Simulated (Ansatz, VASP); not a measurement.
## Ge: VASP beside Ansatz

```
Ge
1.0
     0.00000    2.83743    2.83743
     2.83743    0.00000    2.83743
     2.83743    2.83743    0.00000
Ge
2
Direct
  0.00000 0.00000 0.00000
  0.25000 0.25000 0.25000
```

Alike in both runs: task electric field gradients; functional PBE; k mesh 11 × 11 × 11; occupations fermi-dirac, width 0.05 eV; non-collinear spin, spin-orbit coupling.

|  | VASP | Ansatz |
| --- | --- | --- |
| version | VASP 6.6.1 | Ansatz 0.2.0 |
| potentials or method | VASP PAW PBE potentials, release 64 (Ge_d) | PAW with Ansatz's default frozen-core files, fully relativistic files with spin-orbit coupling |
| plane-wave cutoff (eV) | 520 | 420 |
| valence electrons in the cell | 28 | 28 |

Ansatz gave:

- pressure (GPa): 3.0
- net moment per atom (μB): 0.00

Question: What did VASP give for the same quantities?

Answer: Pressure (GPa): 2.9; net moment per atom (μB): 0.00.
